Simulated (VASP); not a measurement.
# ZnSe (Stilleite) (F-43m) in VASP: further runs

Aim: see how the results for ZnSe (Stilleite) move with the level of theory and the settings. Levels: LDA, PBEsol. Tasks: single point, relaxation of cell and atoms.

All numbers are computed with VASP 6.6.1; they aren't measurements. Logs are shortened: lines on timing, memory, paths and dates and some standing lists are left out, and cuts for length are marked.

**Experimental background.**

“Alloy Disordering Effects on the Thermal Conductivity and Energy Gap Temperature Dependence of Cd1−xZnxSe Ternary Crystals Grown by the Bridgman Method”, 2023, pmc:10253836 reports, for a bulk crystal of ZnSe at 300 K: band gap 2.695 ± 0.003 eV (an exciton energy, a little under the gap).

The runs below are set against these values where they give the same quantity.

### Step 1. The cell of the first run

It takes space group F-43m (No. 216, cubic). Conventional cell: a = 5.633 Å, b = 5.633 Å, c = 5.633 Å, α = 90.00°, β = 90.00°, γ = 90.00°. Within 3.2 Å of Zn (site symmetry -43m) lie 4 Se at 2.44 Å. Se (site symmetry -43m) has 4 Zn at 2.44 Å within 3.2 Å.

### Step 2. Single point, LDA

The input, INCAR:

```
SYSTEM = ZnSe
PREC     = Accurate       ! precision mode
ENCUT    = 520            ! plane-wave cutoff, eV
EDIFF    = 1E-6           ! SCF threshold, eV
ISMEAR   = 0              ! smearing method
SIGMA    = 0.02           ! smearing width, eV
LREAL    = .False.        ! projectors in reciprocal space
LASPH    = .True.         ! aspherical terms in the spheres
NELM     = 80             ! most SCF steps
ALGO     = Normal         ! electronic algorithm
ISIF     = 2              ! what is computed and relaxed
LWAVE    = .False.        ! write WAVECAR
LCHARG   = .False.        ! write CHGCAR
GGA      = CA             ! functional
NBANDS   = 16             ! bands
```

The input, KPOINTS:

```
regular mesh
0
Gamma
  8 8 8
  0 0 0
```

The input, POSCAR:

```
ZnSe
1.0
    0.0000000000      2.8166002461      2.8166002461
    2.8166002461      0.0000000000      2.8166002461
    2.8166002461      2.8166002461      0.0000000000
Zn Se
1 1
Direct
    0.0000000000      0.0000000000      0.0000000000
    0.2500000000      0.2500000000      0.2500000000
```

Potentials or basis: VASP PAW LDA potentials, release 64 (Zn, Se).

On the command line:

```console
$ cat potpaw_LDA.64/Zn/POTCAR potpaw_LDA.64/Se/POTCAR > POTCAR
$ mpirun -np 1 vasp_std > vasp.out
```

OUTCAR:

```text
SYSTEM = ZnSe
   PREC = Accurate
   ENCUT = 520
   EDIFF = 1E-6
   ISMEAR = 0
   LREAL = .False.
   LASPH = .True.
   NELM = 80
   ISIF = 2
   GGA = CA

 ion  position               nearest neighbor table
   1  0.000  0.000  0.000-   2 2.44   2 2.44   2 2.44   2 2.44
   2  0.250  0.250  0.250-   1 2.44   1 2.44   1 2.44   1 2.44

  LATTYP: Found a face centered cubic cell.
 ALAT       =     5.6332004922

  Lattice vectors:

 A1 = (   0.0000000000,   2.8166002461,   2.8166002461)
 A2 = (   2.8166002461,   0.0000000000,   2.8166002461)
 A3 = (   2.8166002461,   2.8166002461,   0.0000000000)

Analysis of symmetry for initial positions (statically):
=====================================================================
 Subroutine PRICEL returns:
 Original cell was already a primitive cell.

 Routine SETGRP: Setting up the symmetry group for a
 face centered cubic supercell.

 Subroutine GETGRP returns: Found 24 space group operations
 (whereof 24 operations were pure point group operations)
 out of a pool of 48 trial point group operations.

The static configuration has the point symmetry T_d .

Analysis of symmetry for dynamics (positions and initial velocities):
=====================================================================
 Subroutine PRICEL returns:
 Original cell was already a primitive cell.

 Routine SETGRP: Setting up the symmetry group for a
 face centered cubic supercell.

 Subroutine GETGRP returns: Found 24 space group operations
 (whereof 24 operations were pure point group operations)
 out of a pool of 48 trial point group operations.

The dynamic configuration has the point symmetry T_d .

 Subroutine INISYM returns: Found 24 space group operations
 (whereof 24 operations are pure point group operations),
 and found     1 'primitive' translations

----------------------------------------------------------------------------------------

                                     Primitive cell

  volume of cell :      44.6895

  direct lattice vectors                    reciprocal lattice vectors
     0.000000000  2.816600246  2.816600246    -0.177518979  0.177518979  0.177518979
     2.816600246  0.000000000  2.816600246     0.177518979 -0.177518979  0.177518979
     2.816600246  2.816600246  0.000000000     0.177518979  0.177518979 -0.177518979

  length of vectors
     3.983274268  3.983274268  3.983274268     0.307471891  0.307471891  0.307471891

  position of ions in fractional coordinates (direct lattice)
[... 79 lines left out ...]
   EDIFF  = 0.1E-05   stopping-criterion for ELM
   LREAL  =      F    real-space projection
   EDIFFG = 0.1E-04   stopping-criterion for IOM
   NSW    =      0    number of steps for IOM
   IBRION =     -1    ionic relax: 0-MD 1-quasi-New 2-CG
   NFREE  =      0    steps in history (QN), initial steepest desc. (CG)
   ISIF   =      2    stress and relaxation
   ISYM   =      2    0-nonsym 1-usesym 2-fastsym
   POTIM  = 0.5000    time-step for ionic-motion
   TEBEG  =    0.0;   TEEND  =   0.0 temperature during run
   PSTRESS=    0.0 pullay stress
   NELECT =      18.0000    total number of electrons
   NUPDOWN=      -1.0000    fix difference up-down
   EMIN   =  10.00;   EMAX   =-10.00  energy-range for DOS
   EFERMI =   0.00;   METHOD = LEGACY
   ISMEAR =     0;   SIGMA  =   0.02  broadening in eV -4-tet -1-fermi 0-gaus
   EFERMI_NEDOS =   21; number of points for ismear=-14 and -15
   IALGO  =     38    algorithm
   IMIX   =      4    mixing-type and parameters
     AMIX     =   0.40;   BMIX     =  1.00
     AMIX_MAG =   1.60;   BMIX_MAG =  1.00
  volume/ion in A,a.u.               =      22.34       150.79
  Fermi-wavevector in a.u.,A,eV,Ry     =   1.209012  2.284701 19.887758  1.461709
  Thomas-Fermi vector in A             =   2.344602
   LORBIT       =      0    0 simple, 1 ext, 2 COOP (PROOUT), +10 PAW based schemes
   GGA     = CA    functional components
   LHFCALC =     F    Hartree Fock is set to
   AEXX    =    0.0000 exact exchange contribution
   IVDW    =     0    specifies the selected vdW correction
   LEPSILON=     F    determine dielectric tensor
   LRPA    =     F    only Hartree local field effects (RPA)
 non-spin polarized calculation
 Gauss-broadening in eV      SIGMA  =   0.02
  energy-cutoff  :      520.00
  volume of cell :       44.69
 maximum number of plane-waves:      1243
 NGX is ok and might be reduce to    30
   NGX = 15   NGY = 15   NGZ = 15

 number of electron      17.9999999 magnetization

 Free energy of the ion-electron system (eV)
  ---------------------------------------------------
  ext. energy  EPLUGINS =         0.00000000
  ---------------------------------------------------
  free energy    TOTEN  =        -7.36354322 eV

  energy without entropy =       -7.36354322  energy(sigma->0) =       -7.36354322

 E-fermi :   1.7729     XC(G=0):  -9.7801

 val. band max:        1.6695040426   @ k =   0.0000   0.0000   0.0000
 cond. band min:       2.8124952665   @ k =   0.0000   0.0000   0.0000
 fundamental gap:      1.1429912239
 Fermi energy:         1.7728908023

 k-point     1 :       0.0000    0.0000    0.0000
  band No.  band energies     occupation
      1     -11.7387      2.00000
      2      -5.0752      2.00000
      3      -5.0752      2.00000
      4      -5.0752      2.00000
      5      -4.6996      2.00000
      6      -4.6996      2.00000
[... 433 lines left out ...]
      3      -4.9320      2.00000
      4      -4.7341      2.00000
      5      -4.6925      2.00000
      6      -4.4781      2.00000
[... 8 lines left out ...]
     15      14.3403      0.00000
     16      15.1748      0.00000

 [... further k-points ...]

------------------------ aborting loop because EDIFF is reached ----------------------------------------

  FORCE on cell =-STRESS in cart. coord.  units (eV):
  Direction    XX          YY          ZZ          XY          YZ          ZX
  --------------------------------------------------------------------------------------
  -------------------------------------------------------------------------------------
  Total       -0.5589390     -0.5589390     -0.5589390      0.0000000      0.0000000     -0.0000000
  in kB      -20.0386905    -20.0386905    -20.0386905      0.0000000      0.0000000     -0.0000000
  external PRESSURE =     -20.0386905 kB  Pullay stress =       0.0000000 kB

 VOLUME and BASIS-vectors are now :
 -----------------------------------------------------------------------------
  energy-cutoff  :      520.00
  volume of cell :       44.69
      direct lattice vectors                 reciprocal lattice vectors
     0.000000000  2.816600246  2.816600246    -0.177518979  0.177518979  0.177518979
     2.816600246  0.000000000  2.816600246     0.177518979 -0.177518979  0.177518979
     2.816600246  2.816600246  0.000000000     0.177518979  0.177518979 -0.177518979

 POSITION                                       TOTAL-FORCE (eV/Angst)
 -----------------------------------------------------------------------------------
      0.00000      0.00000      0.00000         0.000000      0.000000      0.000000
      1.40830      1.40830      1.40830        -0.000000     -0.000000     -0.000000
 -----------------------------------------------------------------------------------
    total drift:                               -0.000000     -0.000000     -0.000000

  FREE ENERGIE OF THE ION-ELECTRON SYSTEM (eV)
  ---------------------------------------------------
  free  energy   TOTEN  =        -7.3635432152 eV

  energy  without entropy=       -7.3635432152  energy(sigma->0) =       -7.36354322
```

OSZICAR:

```text
N       E                     dE             d eps       ncg     rms          rms(c)
DAV:   1     0.857980053414E+02    0.85798E+02   -0.87770E+03   928   0.129E+03
DAV:   2    -0.209835714168E+01   -0.87896E+02   -0.83126E+02  1040   0.253E+02
DAV:   3    -0.762574406723E+01   -0.55274E+01   -0.55064E+01  1144   0.621E+01
DAV:   4    -0.767145550920E+01   -0.45711E-01   -0.45706E-01  1144   0.594E+00
DAV:   5    -0.767169357173E+01   -0.23806E-03   -0.23806E-03  1152   0.388E-01    0.494E+00
DAV:   6    -0.739398108106E+01    0.27771E+00   -0.55313E-01  1376   0.249E+01    0.375E+00
DAV:   7    -0.736849334070E+01    0.25488E-01   -0.14614E-01  1120   0.369E+00    0.157E+00
DAV:   8    -0.736407136807E+01    0.44220E-02   -0.32308E-03  1424   0.748E-01    0.407E-01
DAV:   9    -0.736353217328E+01    0.53919E-03   -0.89709E-04  1056   0.243E-01    0.578E-02
DAV:  10    -0.736354966743E+01   -0.17494E-04   -0.10615E-04  1192   0.108E-01    0.167E-02
DAV:  11    -0.736354315587E+01    0.65116E-05   -0.13987E-05  1400   0.599E-02    0.411E-03
DAV:  12    -0.736354321523E+01   -0.59357E-07   -0.22343E-06  1040   0.104E-02
   1 F= -.73635432E+01 E0= -.73635432E+01  d E =-.164072E-15
```

stdout:

```text
POSCAR found type information on POSCAR ZnSe
 POSCAR found :  2 types and       2 ions
 scaLAPACK will be used
 LDA part: xc-table for (Slater(with rela. corr.)+CA(PZ))
 , standard interpolation
 POSCAR, INCAR and KPOINTS ok, starting setup
 FFT: planning ... GRIDC
 FFT: planning ... GRID_SOFT
 FFT: planning ... GRID
 WAVECAR not read
 entering main loop
```

It took 12 s on 1 thread of Intel Xeon Platinum 8559C (Emerald Rapids), shared host; peak memory 0.15 GiB.

What came out:

```
Free energy            : -7.3635 eV
Pressure               : -2.0 GPa
Band gap on the k mesh : 1.14 eV, direct
```

### Step 3. Single point, PBEsol

The input, INCAR:

```
  PREC = Accurate
  ENCUT = 520
  EDIFF = 1E-6
  ISMEAR = 0
  SIGMA = 0.02
  LREAL = F
  LASPH = T
  NELM = 100
  ALGO = Normal
  ISIF = 2
  LWAVE = F
  LCHARG = F
  GGA = PS
  NBANDS = 16
```

The input, KPOINTS:

```
regular mesh
0
Gamma
  8 8 8
```

POSCAR is that of step 2.

Potentials or basis: VASP PAW PBE potentials, release 64 (Zn, Se).

On the command line:

```console
$ cat potpaw_PBE.64/Zn/POTCAR potpaw_PBE.64/Se/POTCAR > POTCAR
$ mpirun -np 1 vasp_std > vasp.out
```

Wall time 35 s (1 thread of Intel Xeon 8259CL, shared host); peak memory 0.15 GiB.

It converged, with:

```
Free energy            : -6.7731 eV
Pressure               : 0.3 GPa
Band gap on the k mesh : 1.24 eV, direct
```

Levels at points of the mesh, in eV from the valence-band top:
| k point | band 7 | band 8 | band 9 | band 10 | band 11 | band 12 |
| --- | --- | --- | --- | --- | --- | --- |
| (0.00, 0.00, 0.00) | 0.00 | 0.00 | 0.00 | 1.24 | 5.73 | 5.73 |
| (0.50, 0.00, 0.00) | -5.40 | -0.90 | -0.90 | 2.48 | 6.30 | 6.30 |
| (0.50, 0.50, 0.00) | -4.87 | -2.28 | -2.28 | 2.80 | 3.37 | 10.74 |

Caveat: the PAW data sets were made with another functional, which shifts forces and pressure a little.

### Step 4. Single point, PBEsol

The input, INCAR:

```
PREC = Accurate
ENCUT = 520
EDIFF = 1E-7
ISMEAR = 0
SIGMA = 0.01
LREAL = F
LASPH = T
NELM = 60
ALGO = Normal
ISIF = 2
LWAVE = F
LCHARG = F
GGA = PS
NBANDS = 16
```

The input, KPOINTS:

```
Automatic mesh
0
Gamma
  8 8 8
```

The input, POSCAR:

```
ZnSe
1.0
    0.0000000000      2.8166002473      2.8166002473
    2.8166002473      0.0000000000      2.8166002473
    2.8166002473      2.8166002473      0.0000000000
Zn Se
1 1
Direct
    0.0000000000      0.0000000000      0.0000000000
    0.2500000000      0.2500000000      0.2500000000
```

On the command line:

```console
$ cat potpaw_PBE.64/Zn/POTCAR potpaw_PBE.64/Se/POTCAR > POTCAR
$ mpirun -np 1 vasp_std > vasp.out
```

It took 36 s on 1 thread of Intel Xeon 8259CL, shared host; peak memory 0.18 GiB.

It converged, with:

| Quantity | Value |
| --- | --- |
| Free energy | -6.7731 eV |
| Pressure | 0.3 GPa |
| Band gap on the k mesh | 1.24 eV, direct |

Levels at points of the mesh, in eV from the valence-band top:
```tsv
k point	band 7	band 8	band 9	band 10	band 11	band 12
(0.00, 0.00, 0.00)	0.00	0.00	0.00	1.24	5.73	5.73
(0.50, 0.00, 0.00)	-5.40	-0.90	-0.90	2.48	6.30	6.30
(0.50, 0.50, 0.00)	-4.87	-2.28	-2.28	2.80	3.37	10.74
```

Caveat: the PAW data sets were made with another functional, which shifts forces and pressure a little.

### Step 5. Relaxation of cell and atoms, PBEsol

The input, INCAR:

```
SYSTEM = ZnSe
  PREC = Accurate
  ENCUT = 600
  EDIFF = 1E-6
  ISMEAR = 0
  SIGMA = 0.01
  LREAL = .FALSE.
  LASPH = .TRUE.
  NELM = 60
  ALGO = Normal
  ISIF = 3
  LWAVE = .FALSE.
  LCHARG = .FALSE.
  GGA = PS
  IBRION = 2
  NSW = 80
  EDIFFG = -0.001
```

The input, KPOINTS:

```
Automatic mesh
0
G
  8 8 8
  0 0 0
```

POSCAR is that of step 4.

On the command line:

```console
$ cat potpaw_PBE.64/Zn/POTCAR potpaw_PBE.64/Se/POTCAR > POTCAR
$ mpirun -np 1 vasp_std > vasp.out
```

Wall time 1.8 min (1 thread of Intel Xeon 8259CL, shared host); peak memory 0.19 GiB.

Results (log left out):

```
Free energy                            : -6.7731 eV
Relaxed volume                         : 22.43 Å³/atom
Relaxed cell                           : a = 3.988 Å, b = 3.988 Å, c = 3.988 Å, α = 60.00°, β = 60.00°, γ = 60.00°
Space group after relaxing (to 0.05 Å) : F-43m (No. 216)
Energy gained by relaxing              : 0.1 meV/atom
Ionic steps                            : 10
Pressure after relaxing                : 0.0 GPa
Band gap on the k mesh                 : 1.23 eV, direct
```

The path:
```
step  energy change (eV)  largest force (eV/Å)  pressure (GPa)  volume (Å³)
   1              0.0000                0.0000            0.25        44.69
   2             -0.0001                0.0000           -0.03        44.92
   3             -0.0001                0.0000            0.01        44.87
   4             -0.0001                0.0000           -0.04        44.88
   5             -0.0001                0.0000            0.03        44.85
   6             -0.0001                0.0000           -0.03        44.86
   7             -0.0001                0.0000            0.02        44.86
   8             -0.0001                0.0000           -0.01        44.86
   9             -0.0001                0.0000            0.01        44.86
  10             -0.0001                0.0000            0.00        44.86
```

Final structure:
```yaml
crystal:
  lattice:
    - [0.00000, 2.82019, 2.82019]
    - [2.82019, 0.00000, 2.82019]
    - [2.82019, 2.82019, 0.00000]
  atoms:
    - { symbol: Zn, position: [0.00000, 0.00000, 0.00000] }
    - { symbol: Se, position: [0.25000, 0.25000, 0.25000] }
```

Levels at points of the mesh, in eV from the valence-band top:
```csv
k point,band 6,band 7,band 8,band 9,band 10,band 11,band 12,band 13
"(0.00, 0.00, 0.00)",-6.23,0.00,0.00,0.00,1.23,5.73,5.73,5.73
"(0.50, 0.00, 0.00)",-6.06,-5.38,-0.90,-0.90,2.47,6.30,6.30,8.44
"(0.50, 0.50, 0.00)",-6.04,-4.85,-2.26,-2.26,2.80,3.37,10.71,11.27
```

Caveat: the PAW data sets were made with another functional, which shifts forces and pressure a little. PBEsol gaps usually lie below the measured ones, often by a third to a half.

(Continued in part 2 of 2.)
